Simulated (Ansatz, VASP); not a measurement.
**InSb in VASP and in Ansatz**

INCAR

```
ALGO     = Normal         # electronic algorithm
EDIFF    = 1E-6           # SCF threshold, eV
ENCUT    = 520            # plane-wave cutoff, eV
GGA      = PS             # functional
ISIF     = 2              # what is computed and relaxed
ISMEAR   = 0              # smearing method
LASPH    = T              # aspherical terms in the spheres
LCHARG   = F              # write CHGCAR
LREAL    = F              # projectors in reciprocal space
LWAVE    = F              # write WAVECAR
NBANDS   = 16             # bands
NELM     = 80             # most SCF steps
PREC     = Accurate       # precision mode
SIGMA    = 0.15           # smearing width, eV
```

Contents of KPOINTS:

```
k-points
0
Gamma
  12 12 12
```

The input POSCAR:

```
InSb
1.0
    0.0000000000      3.2391000000      3.2391000000
    2.9961675000      0.0000000000      3.2391000000
    2.9961675000      3.2391000000      0.0000000000
In Sb
1 1
Direct
    0.0000000000      0.0000000000      0.0000000000
    0.7500000000      0.7500000000      0.7500000000
```

Input for Ansatz:

```yaml
crystal:
  lattice:
    - [0.0, 3.2391, 3.2391]
    - [2.9961675, 0.0, 3.2391]
    - [2.9961675, 3.2391, 0.0]
  atoms:
    - { symbol: In, position: [0.0, 0.0, 0.0] }
    - { symbol: Sb, position: [0.75, 0.75, 0.75] }
basis:
  ecutwfc: 420
kpoints:
  mp_grid: { grid: [12, 12, 12] }
hamiltonian:
  xc: pbesol
scf:
  occupations: { method: gaussian, width: 0.15 }
output:
  forces: true
  stress: true
  eigenvalues: true
```

Change from the starting cell: strain -0.0750 x Voigt [1, 0, 0, 0, 0, 0], atoms carried along.

Alike in both runs: task single point; functional PBEsol; k mesh 12 × 12 × 12; occupations gaussian, width 0.15 eV; no spin polarisation.

|  | VASP | Ansatz |
| --- | --- | --- |
| version | VASP 6.6.1 | Ansatz 0.2.0 |
| potentials or method | VASP PAW PBE potentials, release 64 (In_d, Sb), cutoff 520 eV | scalar-relativistic, plane waves, PAW |
| valence electrons in the cell | 18 | 28 |

```tsv
	VASP	Ansatz	Ansatz less VASP
gap on the k mesh at the Fermi level (eV)	0.08	0.09	+0.012
least direct gap on the mesh (eV)	0.08	0.09	+0.012
pressure (GPa)	5.1	5.1	-0.03
traceless stress, the component that is largest in VASP (GPa)	1.07	1.07	-0.001
```

VASP's potentials were made for PBE, not for PBEsol. VASP's potentials hold 18 valence electrons a cell and Ansatz's 28, so a difference there can come from the potentials and not from the codes.

Neither program's run includes spin-orbit coupling.
